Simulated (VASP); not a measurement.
Here is a VASP 6.6.1 calculation.

File INCAR:

```
SYSTEM = Pt
  PREC = Accurate
  ENCUT = 500
  EDIFF = 1E-6
  ISMEAR = 1
  SIGMA = 0.21
  LREAL = .FALSE.
  LASPH = .TRUE.
  NELM = 200
  ALGO = Normal
  ISIF = 2
  LWAVE = .FALSE.
  LCHARG = .FALSE.
  MAGMOM = 0 0 0
  LORBIT = 11
  LSORBIT = .TRUE.
  GGA_COMPAT = .FALSE.
  LORBMOM = .TRUE.
  LMAXMIX = 4
  GGA = PE
  NBANDS = 21
```

File KPOINTS:

```
Automatic mesh
0
G
  8 8 8
  0 0 0
```

The input POSCAR:

```
Pt
1.0
    0.0000000000      1.9785200000      1.9785200000
    1.9785200000      0.0000000000      1.9785200000
    1.9785200000      1.9785200000      0.0000000000
Pt
1
Direct
    0.0000000000      0.0000000000      0.0000000000
```

Potentials or basis: VASP PAW PBE potentials, release 64 (Pt).

The run is started by

```bash
$ cat potpaw_PBE.64/Pt/POTCAR > POTCAR
$ mpirun -np 1 vasp_ncl > vasp.out
```

(1) What does it give for the net moment?

(2) What does it give for the pressure?

## Answers

(1) 0.00 μB per cell.

(2) 3.0 GPa.
